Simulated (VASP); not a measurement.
# MgO (I4/mmm) in VASP: further runs

The runs below take MgO through single point, with PBE.

Everything below comes from runs of VASP 6.6.1. Logs are shortened: lines on timing, memory, paths and dates and some standing lists are left out, and cuts for length are marked.

**1. The cell of the first run**

Symmetry: I4/mmm, No. 139, tetragonal system. Conventional cell: a = 3.008 Å, b = 3.008 Å, c = 4.147 Å, α = 90.00°, β = 90.00°, γ = 90.00°. Mg (site symmetry 4/mmm) has 6 O at 2.07 to 2.13 Å within 2.7 Å. Within 2.7 Å of O (site symmetry 4/mmm) lie 6 Mg at 2.07 to 2.13 Å.

**2. Single point, PBE (strain +0.000 along x and y, -0.025 along z)**

File INCAR:

```
PREC     = Accurate       # precision mode
ENCUT    = 520            # plane-wave cutoff, eV
EDIFF    = 1E-6           # SCF threshold, eV
ISMEAR   = 0              # smearing method
SIGMA    = 0.05           # smearing width, eV
LREAL    = False          # projectors in reciprocal space
LASPH    = True           # aspherical terms in the spheres
NELM     = 100            # most SCF steps
ALGO     = Normal         # electronic algorithm
ISIF     = 2              # what is computed and relaxed
LWAVE    = False          # write WAVECAR
LCHARG   = False          # write CHGCAR
GGA      = PE             # functional
NBANDS   = 11             # bands
```

File KPOINTS:

```
Automatic mesh
0
Gamma
  10 10 10
```

File POSCAR:

```
MgO
1.0
    0.0000000000      2.1269229054      2.0737498328
    2.1269229054      0.0000000000      2.0737498328
    2.1269229054      2.1269229054      0.0000000000
Mg O
1 1
Direct
    0.0000000000      0.0000000000      0.0000000000
    0.5000000000      0.5000000000      0.5000000000
```

Potentials or basis: VASP PAW PBE potentials, release 64 (Mg, O).

Command:

```sh
$ cat potpaw_PBE.64/Mg/POTCAR potpaw_PBE.64/O/POTCAR > POTCAR
$ mpirun -np 1 vasp_std > vasp.out
```

OUTCAR:

```text
PREC = Accurate
   ENCUT = 520
   EDIFF = 1E-6
   ISMEAR = 0
   LREAL = False
   LASPH = True
   NELM = 100
   ISIF = 2
   GGA = PE

 ion  position               nearest neighbor table
   1  0.000  0.000  0.000-   2 2.07   2 2.07   2 2.13   2 2.13   2 2.13   2 2.13
   2  0.500  0.500  0.500-   1 2.07   1 2.07   1 2.13   1 2.13   1 2.13   1 2.13

  LATTYP: Found a body centered tetragonal cell.
 ALAT       =     3.0079232189
 C/A-ratio  =     1.3788582233

  Lattice vectors:

 A1 = (   0.0000000000,  -2.1269229054,  -2.0737498328)
 A2 = (   0.0000000000,   2.1269229054,  -2.0737498328)
 A3 = (   2.1269229054,   0.0000000000,   2.0737498328)

Analysis of symmetry for initial positions (statically):
=====================================================================
 Subroutine PRICEL returns:
 Original cell was already a primitive cell.

 Routine SETGRP: Setting up the symmetry group for a
 body centered tetragonal supercell.

 Subroutine GETGRP returns: Found 16 space group operations
 (whereof 16 operations were pure point group operations)
 out of a pool of 16 trial point group operations.

The static configuration has the point symmetry D_4h.

Analysis of symmetry for dynamics (positions and initial velocities):
=====================================================================
 Subroutine PRICEL returns:
 Original cell was already a primitive cell.

 Routine SETGRP: Setting up the symmetry group for a
 body centered tetragonal supercell.

 Subroutine GETGRP returns: Found 16 space group operations
 (whereof 16 operations were pure point group operations)
 out of a pool of 16 trial point group operations.

The dynamic configuration has the point symmetry D_4h.

 Subroutine INISYM returns: Found 16 space group operations
 (whereof 16 operations are pure point group operations),
 and found     1 'primitive' translations

----------------------------------------------------------------------------------------

                                     Primitive cell

  volume of cell :      18.7625

  direct lattice vectors                    reciprocal lattice vectors
     0.000000000  2.126922905  2.073749833    -0.235081393  0.235081393  0.241109121
     2.126922905  0.000000000  2.073749833     0.235081393 -0.235081393  0.241109121
     2.126922905  2.126922905  0.000000000     0.235081393  0.235081393 -0.241109121

  length of vectors
     2.970562138  2.970562138  3.007923219     0.410682519  0.410682519  0.410682519

  position of ions in fractional coordinates (direct lattice)
     0.000000000  0.000000000  0.000000000
     0.500000000  0.500000000  0.500000000

  ion indices of the primitive-cell ions
   primitive index   ion index
                 1           1
[... 80 lines left out ...]
   ISYM   =      2    0-nonsym 1-usesym 2-fastsym
   POTIM  = 0.5000    time-step for ionic-motion
   TEBEG  =    0.0;   TEEND  =   0.0 temperature during run
   PSTRESS=    0.0 pullay stress
   NELECT =       8.0000    total number of electrons
   NUPDOWN=      -1.0000    fix difference up-down
   EMIN   =  10.00;   EMAX   =-10.00  energy-range for DOS
   EFERMI =   0.00;   METHOD = LEGACY
   ISMEAR =     0;   SIGMA  =   0.05  broadening in eV -4-tet -1-fermi 0-gaus
   EFERMI_NEDOS =   21; number of points for ismear=-14 and -15
   IALGO  =     38    algorithm
   IMIX   =      4    mixing-type and parameters
     AMIX     =   0.40;   BMIX     =  1.00
     AMIX_MAG =   1.60;   BMIX_MAG =  1.00
  volume/ion in A,a.u.               =       9.38        63.31
  Fermi-wavevector in a.u.,A,eV,Ry     =   1.232182  2.328486 20.657353  1.518273
  Thomas-Fermi vector in A             =   2.366962
   LORBIT       =      0    0 simple, 1 ext, 2 COOP (PROOUT), +10 PAW based schemes
   GGA     = PE    functional components
   LHFCALC =     F    Hartree Fock is set to
   AEXX    =    0.0000 exact exchange contribution
   IVDW    =     0    specifies the selected vdW correction
   LEPSILON=     F    determine dielectric tensor
   LRPA    =     F    only Hartree local field effects (RPA)
 non-spin polarized calculation
 Gauss-broadening in eV      SIGMA  =   0.05
  energy-cutoff  :      520.00
  volume of cell :       18.76
 maximum number of plane-waves:       531
 NGX is ok and might be reduce to    24
   NGX = 11   NGY = 11   NGZ = 11

 number of electron       8.0000005 magnetization

 Free energy of the ion-electron system (eV)
  ---------------------------------------------------
  ext. energy  EPLUGINS =         0.00000000
  ---------------------------------------------------
  free energy    TOTEN  =       -11.90211016 eV

  energy without entropy =      -11.90211016  energy(sigma->0) =      -11.90211016

 E-fermi :   3.4538     XC(G=0): -11.0573

 val. band max:        3.1728164228   @ k =   0.0000   0.0000   0.0000
 cond. band min:       7.8344400829   @ k =   0.0000   0.0000   0.0000
 fundamental gap:      4.6616236600
 Fermi energy:         3.4537997587

 k-point     1 :       0.0000    0.0000    0.0000
  band No.  band energies     occupation
      1     -14.0885      2.00000
      2       3.1142      2.00000
      3       3.1728      2.00000
      4       3.1728      2.00000
      5       7.8344      0.00000
      6      18.8492      0.00000
      7      18.8492      0.00000
      8      19.1133      0.00000
      9      22.8440      0.00000
     10      24.1938      0.00000
     11      25.0319      0.00000
[... 309 lines left out ...]
 k-point    24 :       0.4000    0.3000    0.0000
  band No.  band energies     occupation
      1     -12.8230      2.00000
      2      -0.3941      2.00000
      3       1.8208      2.00000
      4       2.0192      2.00000
      5      12.6614      0.00000
      6      13.1916      0.00000
      7      16.9606      0.00000
      8      21.0855      0.00000
      9      21.3323      0.00000
     10      27.7860      0.00000
     11      30.3313      0.00000

 [... further k-points ...]
[... 5 lines left out ...]
  --------------------------------------------------------------------------------------
  -------------------------------------------------------------------------------------
  Total        0.1885340      0.1885340      0.8324764      0.0000000     -0.0000000      0.0000000
  in kB       16.0994265     16.0994265     71.0874064      0.0000000     -0.0000000      0.0000000
  external PRESSURE =      34.4287531 kB  Pullay stress =       0.0000000 kB

 VOLUME and BASIS-vectors are now :
 -----------------------------------------------------------------------------
  energy-cutoff  :      520.00
  volume of cell :       18.76
      direct lattice vectors                 reciprocal lattice vectors
     0.000000000  2.126922905  2.073749833    -0.235081393  0.235081393  0.241109121
     2.126922905  0.000000000  2.073749833     0.235081393 -0.235081393  0.241109121
     2.126922905  2.126922905  0.000000000     0.235081393  0.235081393 -0.241109121

 POSITION                                       TOTAL-FORCE (eV/Angst)
 -----------------------------------------------------------------------------------
      0.00000      0.00000      0.00000        -0.000000      0.000000      0.000000
      2.12692      2.12692      2.07375         0.000000     -0.000000     -0.000000
 -----------------------------------------------------------------------------------
    total drift:                               -0.000000     -0.000000      0.000000

  FREE ENERGIE OF THE ION-ELECTRON SYSTEM (eV)
  ---------------------------------------------------
  free  energy   TOTEN  =       -11.9021101566 eV

  energy  without entropy=      -11.9021101566  energy(sigma->0) =      -11.90211016
```

OSZICAR:

```text
N       E                     dE             d eps       ncg     rms          rms(c)
DAV:   1     0.127469679586E+02    0.12747E+02   -0.46121E+03  2612   0.646E+02
DAV:   2    -0.129329728423E+02   -0.25680E+02   -0.24775E+02  2586   0.134E+02
DAV:   3    -0.134641575879E+02   -0.53118E+00   -0.53083E+00  2709   0.165E+01
DAV:   4    -0.134654622687E+02   -0.13047E-02   -0.13047E-02  2472   0.936E-01
DAV:   5    -0.134654665921E+02   -0.43234E-05   -0.43234E-05  2661   0.524E-02    0.722E+00
DAV:   6    -0.119193133381E+02    0.15462E+01   -0.88235E+00  2352   0.163E+01    0.222E+00
DAV:   7    -0.119077826087E+02    0.11531E-01   -0.58036E-02  2481   0.212E+00    0.135E+00
DAV:   8    -0.119025291806E+02    0.52534E-02   -0.28280E-02  2364   0.189E+00    0.243E-01
DAV:   9    -0.119021203622E+02    0.40882E-03   -0.64904E-04  2559   0.176E-01    0.134E-01
DAV:  10    -0.119021080883E+02    0.12274E-04   -0.53610E-04  2523   0.170E-01    0.936E-03
DAV:  11    -0.119021103030E+02   -0.22147E-05   -0.27640E-06  2607   0.140E-02    0.549E-03
DAV:  12    -0.119021101566E+02    0.14634E-06   -0.56478E-07  1401   0.578E-03
   1 F= -.11902110E+02 E0= -.11902110E+02  d E =-.108662E-17
```

Wall time 7.8 s (1 thread of Intel Xeon 6975P-C (Granite Rapids), shared host); peak memory 0.15 GiB.

What came out:

```yaml
Free_energy: -11.9021 eV
Pressure: 3.4 GPa
Band_gap_on_the_k_mesh: 4.66 eV, direct
```

Levels at points of the mesh, in eV from the valence-band top:
```tsv
k point	band 1	band 2	band 3	band 4	band 5	band 6	band 7	band 8	band 9
(0.00, 0.00, 0.00)	-17.26	-0.06	0.00	0.00	4.66	15.68	15.68	15.94	19.67
(0.50, 0.00, 0.00)	-15.99	-4.62	-0.69	-0.64	7.85	12.53	15.97	16.55	20.80
(0.50, 0.50, 0.00)	-15.69	-4.02	-1.43	-1.43	8.92	9.89	13.26	18.69	18.69
(0.50, 0.00, 0.50)	-15.75	-4.11	-1.40	-1.25	9.19	9.92	12.92	18.75	19.24
```

Caveat: the cell differs from its parent crystal (strain +0.000 along x and y, -0.025 along z).

(Continued in part 2 of 2.)
